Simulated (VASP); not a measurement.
## C: single point with r2SCAN

The system is C.

```
C
1.0
     4.84554    0.00019    0.00000
    -2.99858    3.80629    0.00000
     0.00000    0.00000    2.49927
C
8
Cartesian
  0.1982 3.7357 0.0000
  1.6488 0.0708 0.0000
  -0.9648 1.3389 0.0000
  2.8117 2.4676 0.0000
  1.2823 0.8612 1.2496
  0.5646 2.9453 1.2496
  1.9641 2.2663 1.2496
  -0.1171 1.5402 1.2496
```

```yaml
Program: VASP 6.6.1
Task: single point
Functional: r2SCAN
Potentials_or_basis: VASP PAW PBE potentials, release 64 (C)
Cutoff: 520 eV
k_mesh: 6 × 6 × 8
Occupations: methfessel-paxton, width 0.1 eV
Spin: no spin polarisation
Dipole_correction: no
Further_INCAR_settings: ALGO = Normal; EDIFF = 1e-06; NBANDS = 26
```

The pressure is 4.1 GPa, the largest force is 0.015 eV/Å and the band gap on the k mesh is 3.65 eV, indirect (least direct gap 5.36 eV).

Forces on the atoms (eV/Å):
```
C    0.006  0.010  0.000
C   -0.006 -0.010  0.000
C   -0.004 -0.011  0.000
C    0.004  0.011  0.000
C   -0.003 -0.014  0.000
C    0.003  0.014  0.000
C    0.009  0.011  0.000
C   -0.009 -0.011  0.000
```

Levels at points of the mesh, in eV from the valence-band top:
| k point | band 12 | band 13 | band 14 | band 15 | band 16 | band 17 | band 18 | band 19 | band 20 | band 21 |
| --- | --- | --- | --- | --- | --- | --- | --- | --- | --- | --- |
| (0.00, 0.00, 0.00) | -3.39 | -2.26 | -2.12 | -1.94 | -1.28 | 4.88 | 5.12 | 5.32 | 5.53 | 8.58 |
| (0.50, 0.00, 0.00) | -4.12 | -4.03 | -3.02 | -2.82 | -2.55 | 5.20 | 6.37 | 6.46 | 7.20 | 7.45 |
| (0.50, 0.50, 0.00) | -5.18 | -3.37 | -0.31 | -0.19 | 0.00 | 5.36 | 5.59 | 6.36 | 7.12 | 7.32 |
| (0.00, 0.00, 0.50) | -6.67 | -6.25 | -6.24 | -3.49 | -3.20 | 7.66 | 7.99 | 8.17 | 8.30 | 8.61 |
| (0.50, 0.00, 0.50) | -6.03 | -5.19 | -5.01 | -4.76 | -3.31 | 5.62 | 6.02 | 7.00 | 7.55 | 7.61 |
| (0.50, 0.50, 0.50) | -5.97 | -5.80 | -5.72 | -5.48 | -5.46 | 4.39 | 4.58 | 5.30 | 6.06 | 10.05 |

It took 2.7 min on 1 thread of AMD EPYC 9R45 96-Core Processor (Zen 5), with other jobs on the host, peak memory 0.16 GiB.

Caveat: the PAW data sets were made with another functional, which shifts forces and pressure a little. r2SCAN opens gaps a little over a GGA but as a rule still falls short of measured ones.
